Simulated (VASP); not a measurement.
Runs of VASP 6.6.1 on Pb. The structure is that of space group P6_3/mmc (No. 194), or close to it. The cells are those of the table. This isn't the form of Pb at room conditions, which is fcc.

| task | cell | cutoff (eV) | gap on the mesh (eV) | pressure (GPa) |
| --- | --- | --- | --- | --- |
| single point | a = 3.325, b = 3.325, c = 5.496 Å, angles 90.0, 90.0, 120.0°, 2 atoms | 520 | none | (b) |
| single point | a = 3.401, b = 3.401, c = 5.610 Å, angles 90.0, 90.0, 120.0°, 2 atoms | 520 | none | 3.4 |
| single point | a = 3.472, b = 3.472, c = 5.727 Å, angles 90.0, 90.0, 120.0°, 2 atoms | 520 | none | -0.1 |
| single point | a = 3.540, b = 3.540, c = 5.840 Å, angles 90.0, 90.0, 120.0°, 2 atoms | 520 | none | -2.5 |
| relaxation of shape and atoms at fixed volume | relaxed from a = 3.325, b = 3.325, c = 5.496 Å, angles 90.0, 90.0, 120.0°, 2 atoms | 600 | none | 8.3 |
| single point | a = 3.362, b = 3.362, c = 5.558 Å, angles 90.0, 90.0, 120.0°, 2 atoms | 520 | none | 5.6 |
| single point | a = 3.437, b = 3.437, c = 5.669 Å, angles 90.0, 90.0, 120.0°, 2 atoms | 520 | none | (a) |
| single point | a = 3.584, b = 3.584, c = 5.912 Å, angles 90.0, 90.0, 120.0°, 2 atoms | 520 | none | -3.7 |

Alike in all rows: level PBEsol; potentials or basis VASP PAW PBE potentials, release 64 (Pb_d); no spin polarisation; k mesh 15 × 15 × 8; smearing gaussian 0.1 eV.

Task: Estimate the missing entries.

Result: (a) 1.6; (b) 8.2.

Caveats: the PAW data sets were made with another functional, which shifts forces and pressure a little; spin-orbit coupling is left out, which moves the levels of the heavy elements; the cell stands under pressure (at least some runs); the cell stands under tension (at least some runs).

A k mesh can miss the band edges, and the runs leave out spin-orbit coupling on Pb.

A gap of «none» marks levels without a gap at the run's occupations.
